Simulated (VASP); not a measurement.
# SiC in VASP: further runs, part 3 of 3

VASP 6.6.1.

## (6) Single point, r2SCAN (biaxial xy strain +1.5%)

File POSCAR:

```
SiC
1.0
    0.0000000000      2.2115943538      2.1780523476
    2.2115943538      0.0000000000      2.1780523476
    2.2115943538      2.2115943538      0.0000000000
Si C
1 1
Direct
    0.0000000000      0.0000000000      0.0000000000
    0.2500000000      0.2500000000      0.2500000000
```

File INCAR.step1:

```
  PREC = Accurate
  ENCUT = 520
  ISMEAR = 0
  SIGMA = 0.01
  LREAL = F
  LASPH = T
  NELM = 60
  NBANDS = 11
  GGA = PE
  ALGO = Normal
  EDIFF = 1E-4
  LWAVE = T
  LCHARG = F
```

File INCAR.step2:

```
  PREC = Accurate
  ENCUT = 520
  EDIFF = 1E-7
  ISMEAR = 0
  SIGMA = 0.01
  LREAL = F
  LASPH = T
  NELM = 60
  ALGO = Normal
  ISIF = 2
  LWAVE = F
  LCHARG = F
  METAGGA = R2SCAN
  LMIXTAU = T
  NBANDS = 11
  ISTART = 1
```

File KPOINTS:

```
Automatic mesh
0
Gamma
  10 10 10
```

Potentials or basis: VASP PAW PBE potentials, release 64 (Si, C).

Run with:

```sh
$ cat potpaw_PBE.64/Si/POTCAR potpaw_PBE.64/C/POTCAR > POTCAR
$ cp INCAR.step1 INCAR
$ mpirun -np 1 vasp_std > vasp.out
$ cp INCAR.step2 INCAR
$ mpirun -np 1 vasp_std > vasp.out
```

OUTCAR:

```text
PREC = Accurate
   ENCUT = 520
   EDIFF = 1E-7
   ISMEAR = 0
   LREAL = F
   LASPH = T
   NELM = 60
   ISIF = 2
   METAGGA = R2SCAN
   ISTART = 1

 ion  position               nearest neighbor table
   1  0.000  0.000  0.000-   2 1.91   2 1.91   2 1.91   2 1.91
   2  0.250  0.250  0.250-   1 1.91   1 1.91   1 1.91   1 1.91

  LATTYP: Found a body centered tetragonal cell.
 ALAT       =     3.1276667296
 C/A-ratio  =     1.3927649816

  Lattice vectors:

 A1 = (   0.0000000000,  -2.2115943538,  -2.1780523476)
 A2 = (   0.0000000000,   2.2115943538,  -2.1780523476)
 A3 = (   2.2115943538,   0.0000000000,   2.1780523476)

Analysis of symmetry for initial positions (statically):
=====================================================================
 Subroutine PRICEL returns:
 Original cell was already a primitive cell.

 Routine SETGRP: Setting up the symmetry group for a
 body centered tetragonal supercell.

 Subroutine GETGRP returns: Found  8 space group operations
 (whereof  8 operations were pure point group operations)
 out of a pool of 16 trial point group operations.

The static configuration has the point symmetry D_2d.

Analysis of symmetry for dynamics (positions and initial velocities):
=====================================================================
 Subroutine PRICEL returns:
 Original cell was already a primitive cell.

 Routine SETGRP: Setting up the symmetry group for a
 body centered tetragonal supercell.

 Subroutine GETGRP returns: Found  8 space group operations
 (whereof  8 operations were pure point group operations)
 out of a pool of 16 trial point group operations.

The dynamic configuration has the point symmetry D_2d.

 Subroutine INISYM returns: Found  8 space group operations
 (whereof  8 operations are pure point group operations),
 and found     1 'primitive' translations

----------------------------------------------------------------------------------------

                                     Primitive cell

  volume of cell :      21.3064

  direct lattice vectors                    reciprocal lattice vectors
     0.000000000  2.211594354  2.178052348    -0.226081243  0.226081243  0.229562894
     2.211594354  0.000000000  2.178052348     0.226081243 -0.226081243  0.229562894
     2.211594354  2.211594354  0.000000000     0.226081243  0.226081243 -0.229562894

  length of vectors
     3.104039564  3.104039564  3.127666730     0.393604597  0.393604597  0.393604597

  position of ions in fractional coordinates (direct lattice)
     0.000000000  0.000000000  0.000000000
     0.250000000  0.250000000  0.250000000

  ion indices of the primitive-cell ions
   primitive index   ion index
                 1           1
                 2           2

----------------------------------------------------------------------------------------

 KPOINTS: Automatic mesh

Automatic generation of k-mesh.
 Grid dimensions read from file:
 generate k-points for:   10   10   10

 Generating k-lattice:

  Cartesian coordinates                     Fractional coordinates (reciprocal lattice)
    -0.022608124  0.022608124  0.022956289     0.100000000  0.000000000  0.000000000
     0.022608124 -0.022608124  0.022956289     0.000000000  0.100000000  0.000000000
     0.022608124  0.022608124 -0.022956289     0.000000000  0.000000000  0.100000000

  Length of vectors
     0.039360460  0.039360460  0.039360460

  Shift w.r.t. Gamma in fractional coordinates (k-lattice)
     0.000000000  0.000000000  0.000000000

 Subroutine IBZKPT returns following result:
 ===========================================

 Found    102 irreducible k-points:

 Following reciprocal coordinates:
            Coordinates               Weight
  0.000000  0.000000  0.000000      1.000000
  0.100000  0.000000  0.000000      8.000000
  0.200000  0.000000  0.000000      8.000000
  0.300000  0.000000  0.000000      8.000000
  0.400000  0.000000  0.000000      8.000000
  0.500000  0.000000  0.000000      4.000000
[... 16 lines left out ...]
  0.300000  0.300000  0.000000      2.000000
  0.400000  0.300000  0.000000      8.000000
 [... further k-points ...]
   k-points           NKPTS =    102   k-points in BZ     NKDIM =    102   number of bands    NBANDS=     11
   number of dos      NEDOS =    301   number of ions     NIONS =      2
   total plane-waves  NPLWV =  13824
   dimension x,y,z NGX =    24 NGY =   24 NGZ =   24
   dimension x,y,z NGXF=    48 NGYF=   48 NGZF=   48
   ions per type =               1   1
   NGX,Y,Z   is equivalent  to a cutoff of  12.85, 12.85, 12.76 a.u.
   NGXF,Y,Z  is equivalent  to a cutoff of  25.71, 25.71, 25.51 a.u.
 SYSTEM =  unknown system
   PREC   = accura    normal or accurate (medium, high low for compatibility)
   ISTART =      1    job   : 0-new  1-cont  2-samecut
   ICHARG =      0    charge: 1-file 2-atom 10-const
   ISPIN  =      1    spin polarized calculation?
   LNONCOLLINEAR =      F non collinear calculations
   LSORBIT =      F    spin-orbit coupling
   LASPH  =      T    aspherical Exc in radial PAW
   ENCUT  =  520.0 eV  38.22 Ry    6.18 a.u.   5.77  5.77  5.82*2*pi/ulx,y,z
   NELM   =     60;   NELMIN=  2; NELMDL=  0     # of ELM steps
   EDIFF  = 0.1E-06   stopping-criterion for ELM
   LREAL  =      F    real-space projection
   EDIFFG = 0.1E-05   stopping-criterion for IOM
   NSW    =      0    number of steps for IOM
   IBRION =     -1    ionic relax: 0-MD 1-quasi-New 2-CG
   NFREE  =      0    steps in history (QN), initial steepest desc. (CG)
   ISIF   =      2    stress and relaxation
   ISYM   =      2    0-nonsym 1-usesym 2-fastsym
   POTIM  = 0.5000    time-step for ionic-motion
   TEBEG  =    0.0;   TEEND  =   0.0 temperature during run
   PSTRESS=    0.0 pullay stress
   NELECT =       8.0000    total number of electrons
   NUPDOWN=      -1.0000    fix difference up-down
   EMIN   =  10.00;   EMAX   =-10.00  energy-range for DOS
   EFERMI =   0.00;   METHOD = LEGACY
   ISMEAR =     0;   SIGMA  =   0.01  broadening in eV -4-tet -1-fermi 0-gaus
   EFERMI_NEDOS =   21; number of points for ismear=-14 and -15
   IALGO  =     38    algorithm
   IMIX   =      4    mixing-type and parameters
     AMIX     =   0.40;   BMIX     =  1.00
     AMIX_MAG =   1.60;   BMIX_MAG =  1.00
  volume/ion in A,a.u.               =      10.65        71.89
  Fermi-wavevector in a.u.,A,eV,Ry     =   1.181050  2.231862 18.978493  1.394880
  Thomas-Fermi vector in A             =   2.317331
   LORBIT       =      0    0 simple, 1 ext, 2 COOP (PROOUT), +10 PAW based schemes
   METAGGA = R2SCAN    functional components
   LHFCALC =     F    Hartree Fock is set to
   AEXX    =    0.0000 exact exchange contribution
   IVDW    =     0    specifies the selected vdW correction
   LEPSILON=     F    determine dielectric tensor
   LRPA    =     F    only Hartree local field effects (RPA)
 non-spin polarized calculation
 Gauss-broadening in eV      SIGMA  =   0.01
  energy-cutoff  :      520.00
  volume of cell :       21.31
 maximum number of plane-waves:       588
   NGX = 11   NGY = 11   NGZ = 11

 number of electron       8.0000001 magnetization

 Free energy of the ion-electron system (eV)
  ---------------------------------------------------
  ext. energy  EPLUGINS =         0.00000000
  ---------------------------------------------------
  free energy    TOTEN  =       -19.31038283 eV

  energy without entropy =      -19.31038283  energy(sigma->0) =      -19.31038283

 E-fermi :   7.7789     XC(G=0): -11.8040

 val. band max:        7.7296472112   @ k =   0.0000   0.0000   0.0000
 cond. band min:       9.3100225964   @ k =   0.5000   0.5000   0.0000
 fundamental gap:      1.5803753851
 Fermi energy:         7.7788921366

 k-point     1 :       0.0000    0.0000    0.0000
  band No.  band energies     occupation
      1      -8.2892      2.00000
      2       7.6253      2.00000
      3       7.6253      2.00000
      4       7.7296      2.00000
      5      14.1244      0.00000
      6      15.2617      0.00000
      7      15.3095      0.00000
      8      15.3095      0.00000
      9      22.4530      0.00000
     10      22.9151      0.00000
     11      24.9462      0.00000
[... 309 lines left out ...]
 k-point    24 :       0.4000    0.3000    0.0000
  band No.  band energies     occupation
      1      -5.0816      2.00000
      2       1.9354      2.00000
      3       4.4020      2.00000
      4       4.8597      2.00000
      5      10.8612      0.00000
      6      13.5299      0.00000
      7      19.8544      0.00000
      8      20.1150      0.00000
      9      22.2459      0.00000
     10      26.3710      0.00000
     11      29.7322      0.00000

 [... further k-points ...]
[... 5 lines left out ...]
  --------------------------------------------------------------------------------------
  -------------------------------------------------------------------------------------
  Total       -1.0721807     -1.0721807     -0.5232244      0.0000000      0.0000000     -0.0000000
  in kB      -80.6249263    -80.6249263    -39.3449815      0.0000000      0.0000000     -0.0000000
  external PRESSURE =     -66.8649447 kB  Pullay stress =       0.0000000 kB

 VOLUME and BASIS-vectors are now :
 -----------------------------------------------------------------------------
  energy-cutoff  :      520.00
  volume of cell :       21.31
      direct lattice vectors                 reciprocal lattice vectors
     0.000000000  2.211594354  2.178052348    -0.226081243  0.226081243  0.229562894
     2.211594354  0.000000000  2.178052348     0.226081243 -0.226081243  0.229562894
     2.211594354  2.211594354  0.000000000     0.226081243  0.226081243 -0.229562894

 POSITION                                       TOTAL-FORCE (eV/Angst)
 -----------------------------------------------------------------------------------
      0.00000      0.00000      0.00000        -0.000000     -0.000000      0.000000
      1.10580      1.10580      1.08903         0.000000      0.000000     -0.000000
 -----------------------------------------------------------------------------------
    total drift:                               -0.000001     -0.000001     -0.000000

  FREE ENERGIE OF THE ION-ELECTRON SYSTEM (eV)
  ---------------------------------------------------
  free  energy   TOTEN  =       -19.3103828339 eV

  energy  without entropy=      -19.3103828339  energy(sigma->0) =      -19.31038283
```

Run time: 29 s. Hardware: 1 thread of Intel Xeon 6975P-C (Granite Rapids), shared host; peak memory 0.15 GiB.

Results:

| Item | Value |
| --- | --- |
| Free energy | -19.3104 eV |
| Pressure | -6.7 GPa |
| Band gap on the k mesh | 1.58 eV, indirect (least direct gap 5.00 eV) |

Caveat: the cell differs from its parent crystal (biaxial xy strain +1.5%); the PAW data sets were made with another functional, which shifts forces and pressure a little.

## (7) Single point, r2SCAN (epitaxial 111 strain -2.2%)

File POSCAR:

```
SiC
1.0
    0.0387500500      2.1684496355      2.1684496355
    2.1684496355      0.0387500500      2.1684496355
    2.1684496355      2.1684496355      0.0387500500
Si C
1 1
Direct
    0.0009017569      0.0009017569      0.0009017569
    0.2490982431      0.2490982431      0.2490982431
```

File INCAR.step1:

```
  PREC = Accurate
  ENCUT = 520
  ISMEAR = 0
  SIGMA = 0.01
  LREAL = False
  LASPH = True
  NELM = 80
  NBANDS = 11
  GGA = PE
  ALGO = Normal
  EDIFF = 1E-4
  LWAVE = True
  LCHARG = False
```

File INCAR.step2:

```
  PREC = Accurate
  ENCUT = 520
  EDIFF = 1E-6
  ISMEAR = 0
  SIGMA = 0.01
  LREAL = False
  LASPH = True
  NELM = 80
  ALGO = Normal
  ISIF = 2
  LWAVE = False
  LCHARG = False
  METAGGA = R2SCAN
  LMIXTAU = True
  NBANDS = 11
  ISTART = 1
```

File KPOINTS:

```
regular mesh
0
Gamma
  10 10 10
```

Run with:

```sh
$ cat potpaw_PBE.64/Si/POTCAR potpaw_PBE.64/C/POTCAR > POTCAR
$ cp INCAR.step1 INCAR
$ mpirun -np 1 vasp_std > vasp.out
$ cp INCAR.step2 INCAR
$ mpirun -np 1 vasp_std > vasp.out
```

Run time: 24 s. Hardware: 1 thread of Intel Xeon 6975P-C (Granite Rapids), shared host; peak memory 0.15 GiB.

Results (log left out):

- Free energy: -19.2860 eV
- Pressure: 9.8 GPa
- Largest force: 0.005 eV/Å
- Band gap on the k mesh: 1.57 eV, indirect (least direct gap 4.92 eV)

Forces on the atoms (eV/Å):
```
Si  -0.003 -0.003 -0.003
C    0.003  0.003  0.003
```

Stress tensor (GPa, compression positive):
```
 9.85 -5.09 -5.09
-5.09  9.85 -5.09
-5.09 -5.09  9.85
```

Levels at points of the mesh, in eV from the valence-band top:
| k point | band 2 | band 3 | band 4 | band 5 | band 6 | band 7 |
| --- | --- | --- | --- | --- | --- | --- |
| (0.00, 0.00, 0.00) | -0.31 | 0.00 | 0.00 | 6.88 | 8.03 | 8.28 |
| (0.50, 0.00, 0.00) | -9.12 | -1.35 | -1.21 | 6.14 | 7.61 | 7.89 |
| (0.50, 0.50, 0.00) | -8.29 | -3.68 | -3.34 | 1.57 | 4.91 | 15.47 |
| (0.50, 0.50, 0.50) | -9.25 | -1.02 | -1.02 | 6.72 | 8.10 | 8.10 |

Caveat: the cell differs from its parent crystal (epitaxial 111 strain -2.2%); the PAW data sets were made with another functional, which shifts forces and pressure a little. A k mesh can miss the band edges.

## (8) Overview

| level | cell | smearing | gap on the mesh (eV) | pressure (GPa) | largest force (eV/Å) |
| --- | --- | --- | --- | --- | --- |
| PBE | a = 3.080, b = 3.056, c = 3.056 Å, angles 60.5, 59.7, 59.7°, 2 atoms | fermi-dirac 0.02 eV | 1.17 | 7.3 | - |
| PBE | a = 3.104, b = 3.104, c = 3.128 Å, angles 59.7, 59.7, 60.5°, 2 atoms | fermi-dirac 0.02 eV | 1.23 | -3.0 | - |
| PBE | a = 3.067 Å, angles 58.8°, 2 atoms | fermi-dirac 0.02 eV | 1.20 | 13.5 | 0.03 |
| r2SCAN | a = 3.080, b = 3.056, c = 3.056 Å, angles 60.5, 59.7, 59.7°, 2 atoms | gaussian 0.01 eV | 1.54 | 3.6 | - |
| r2SCAN | a = 3.104, b = 3.104, c = 3.128 Å, angles 59.7, 59.7, 60.5°, 2 atoms | gaussian 0.01 eV | 1.58 | -6.7 | - |
| r2SCAN | a = 3.067 Å, angles 58.8°, 2 atoms | gaussian 0.01 eV | 1.57 | 9.8 | 0.01 |

Alike in all rows: task single point; potentials or basis VASP PAW PBE potentials, release 64 (Si, C); no spin polarisation; k mesh 10 × 10 × 10; cutoff (eV) 520.

Caveats: the PAW data sets were made with another functional, which shifts forces and pressure a little (some runs).

Absolute energies hang on the potentials; compare differences alone.
